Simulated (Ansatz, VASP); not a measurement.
One calculation of NaI, two programs

```
Na I
1.0
     0.00000    3.35891    3.35891
     3.35891    0.00000    3.35891
     3.35891    3.35891    0.00000
Na I
1 1
Direct
  0.00000 0.00000 0.00000
  0.50000 0.50000 0.50000
```

Change from the starting cell: hydrostatic strain +4.0%.

Alike in both runs: task single point; functional HSE06; k mesh 6 × 6 × 6; no spin polarisation.

```csv
,VASP,Ansatz
version,VASP 6.6.1,Ansatz 0.2.0
potentials or method,"VASP PAW PBE potentials, release 64 (Na_pv, I)","plane waves, PAW"
plane-wave cutoff (eV),520,420
occupations,"gaussian, width 0.01 eV",fixed
valence electrons in the cell,14,26
```

```csv
,VASP,Ansatz,Ansatz less VASP
gap on the k mesh at the Fermi level (eV),4.36,4.38,+0.017
pressure (GPa),-1.3,-1.3,0.00
```

VASP's potentials hold 14 valence electrons a cell and Ansatz's 26, so a difference there can come from the potentials and not from the codes. Ansatz's warnings: stress exchange threshold loose, stress scf threshold loose.

Neither program's run includes spin-orbit coupling.
